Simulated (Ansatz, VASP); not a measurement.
## SrCl2 in VASP and in Ansatz

File POSCAR:

```
SrCl2
1.0
    4.5121414295      0.0000000000      0.0000000000
   -2.2560707147      3.9076291034      0.0000000000
    0.0000000000      0.0000000000      5.4317679063
Sr Cl
1 2
Direct
    0.0000000000      0.0000000000      0.0000000000
    0.3333333333      0.6666666667      0.2452279687
    0.6666666667      0.3333333333      0.7547720313
```

The input INCAR.step1:

```
SYSTEM = SrCl2
ALGO = Normal ; EDIFF = 1E-4
ENCUT = 520 ; GGA = PE
ISMEAR = 0 ; LASPH = .True.
LCHARG = .False. ; LREAL = .False.
LWAVE = .True. ; NBANDS = 19
NELM = 60 ; PREC = Accurate
SIGMA = 0.01
```

The input INCAR.step2:

```
SYSTEM = SrCl2
ALGO = Normal ; EDIFF = 1E-6
ENCUT = 520 ; ISIF = 2
ISMEAR = 0 ; ISTART = 1
LASPH = .True. ; LCHARG = .False.
LMIXTAU = .True. ; LREAL = .False.
LWAVE = .False. ; METAGGA = R2SCAN
NBANDS = 19 ; NELM = 60
PREC = Accurate ; SIGMA = 0.01
```

Contents of KPOINTS:

```
k-points
0
Gamma
  6 6 6
  0 0 0
```

Input for Ansatz:

```yaml
crystal:
  lattice:
    - [4.5121414295, 0.0, 0.0]
    - [-2.2560707147, 3.9076291034, 0.0]
    - [0.0, 0.0, 5.4317679063]
  atoms:
    - { symbol: Sr, position: [0.0, 0.0, 0.0] }
    - { symbol: Cl, position: [0.3333333333, 0.6666666667, 0.2452279687] }
    - { symbol: Cl, position: [0.6666666667, 0.3333333333, 0.7547720313] }
kpoints:
  mp_grid: { grid: [6, 6, 6] }
  band_path:
    path:
      - [0.0, 0.0, 0.0]
      - [0.5, 0.0, 0.0]
      - [0.3333333333, 0.3333333333, 0.0]
      - [0.0, 0.0, 0.5]
      - [0.5, 0.0, 0.5]
      - [0.3333333333, 0.3333333333, 0.5]
    npoints: 1
hamiltonian:
  xc: r2scan
scf:
  occupations: { method: fixed }
  n_extra_bands: 4
output:
  forces: true
  stress: true
  eigenvalues: true
```

Change from the starting cell: epitaxial_xy strain +2.4%.

Alike in both runs: task single point; functional r2SCAN; k mesh 6 × 6 × 6; no spin polarisation.

```csv
,VASP,Ansatz
version,VASP 6.6.1,Ansatz 0.2.0
potentials or method,"VASP PAW PBE potentials, release 64 (Sr_sv, Cl)","plane waves, PAW"
plane-wave cutoff (eV),520,500
occupations,"gaussian, width 0.01 eV",fixed
valence electrons in the cell,24,24
```

Ansatz gave:

```
gap on the k mesh at the Fermi level (eV)                     : 5.55
pressure (GPa)                                                : -0.2
traceless stress, the component that is largest in VASP (GPa) : 0.78
rms of the force components (eV/Å)                            : 0.004
```

**Question.** What did VASP give for the same quantities?

**Answer.** gap on the k mesh at the Fermi level (eV): 5.55; pressure (GPa): -0.1; traceless stress, the component that is largest in VASP (GPa): 0.74; rms of the force components (eV/Å): 0.004.

VASP's potentials were made for PBE, not for r2SCAN. Atom by atom the forces differ by 0.008 eV/Å (rms over components).
